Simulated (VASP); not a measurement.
Mg12H (a cell with a defect): single point with PBEsol

The system is Mg12H (a cell with a defect).

```
CELL_PARAMETERS angstrom
6.46878 0.00000 0.00000
-4.85159 8.40319 0.00000
0.00000 0.00000 5.25266
ATOMIC_POSITIONS crystal
Mg 0.16365 0.22054 0.24241
Mg 0.33554 0.11174 0.74596
Mg 0.16496 0.55463 0.24393
Mg 0.33259 0.44453 0.74437
Mg 0.17690 0.89329 0.25170
Mg 0.33256 0.77648 0.74489
Mg 0.67042 0.22303 0.24739
Mg 0.83290 0.11054 0.74504
Mg 0.66172 0.54663 0.24970
Mg 0.83411 0.44426 0.74522
Mg 0.66361 0.89396 0.25127
Mg 0.83228 0.77647 0.75416
H 0.83213 0.77643 0.14645
```

- Program: VASP 6.6.1
- Task: single point
- Functional: PBEsol
- Potentials or basis: VASP PAW PBE potentials, release 64 (Mg, H)
- Cutoff: 520 eV
- k mesh: 3 × 2 × 3
- Occupations: fermi-dirac, width 0.1 eV
- Spin: no spin polarisation

```
Pressure               : -1.5 GPa
Largest force          : 0.013 eV/Å
Band gap on the k mesh : zero (an odd number of electrons rules out a gap without spin polarisation)
```

Forces in eV/Å, atoms in the order of the input:
```
Mg   0.005  0.001  0.005
Mg  -0.001 -0.001  0.002
Mg   0.009  0.001  0.004
Mg  -0.001 -0.010  0.003
Mg   0.002  0.000 -0.006
Mg   0.002  0.008  0.007
Mg  -0.006  0.000 -0.001
Mg  -0.001  0.005  0.001
Mg  -0.006 -0.003 -0.009
Mg   0.002 -0.012  0.000
Mg  -0.003 -0.006 -0.005
Mg   0.000  0.013  0.000
H   -0.001  0.003  0.000
```

Stress tensor (GPa, compression positive):
```
-1.64  0.16  0.00
 0.16 -1.74  0.01
 0.00  0.01 -1.12
```

Levels at points of the mesh, in eV from the Fermi level:
| k point | band 8 | band 9 | band 10 | band 11 | band 12 | band 13 | band 14 | band 15 | band 16 | band 17 |
| --- | --- | --- | --- | --- | --- | --- | --- | --- | --- | --- |
| (0.00, 0.00, 0.00) | -1.77 | -1.49 | -0.74 | -0.19 | 0.11 | 0.29 | 0.35 | 0.53 | 1.46 | 1.71 |
| (0.00, 0.50, 0.00) | -2.11 | -1.46 | -1.16 | -1.05 | -0.75 | -0.33 | -0.18 | 1.24 | 1.77 | 1.87 |

Run time: 45 s on 1 thread of Intel(R) Xeon(R) 6975P-C (Granite Rapids), with other jobs on the host, peak memory 0.35 GiB.

Caveat: the k points lie up to 0.40 Å⁻¹ apart, too coarse for converged energies and pressures of a metal; the PAW data sets were made with another functional, which shifts forces and pressure a little.
